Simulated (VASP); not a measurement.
Input of a VASP 6.6.1 run:

The input INCAR:

```
SYSTEM = Zr
PREC = Accurate
ENCUT = 500
EDIFF = 1E-6
ISMEAR = -5
SIGMA = 0.1
LREAL = .FALSE.
LASPH = .TRUE.
NELM = 120
ALGO = Normal
ISIF = 2
LWAVE = .FALSE.
LCHARG = .FALSE.
GGA = PE
NBANDS = 12
GGA_COMPAT = .FALSE.
```

The input KPOINTS:

```
Automatic mesh
0
G
  10 10 10
  0 0 0
```

Contents of POSCAR:

```
Zr
1.0
    0.0000000000      2.2646202716      2.2646202716
    2.2646202716      0.0000000000      2.2646202716
    2.2646202716      2.2646202716      0.0000000000
Zr
1
Direct
    0.0000000000      0.0000000000      0.0000000000
```

Potentials or basis: VASP PAW PBE potentials, release 64 (Zr_sv).

Command:

```console
$ cat potpaw_PBE.64/Zr_sv/POTCAR > POTCAR
$ mpirun -np 1 vasp_std > vasp.out
```

Question: Predict the band gap on the k mesh.

Answer: Zero (band 6 reaches 9.89 eV, above the bottom of band 7 at 8.63 eV).

Question: What does it give for the pressure?

Answer: -0.1 GPa.

Caveat: tetrahedron occupations give inexact forces and stress in metals.
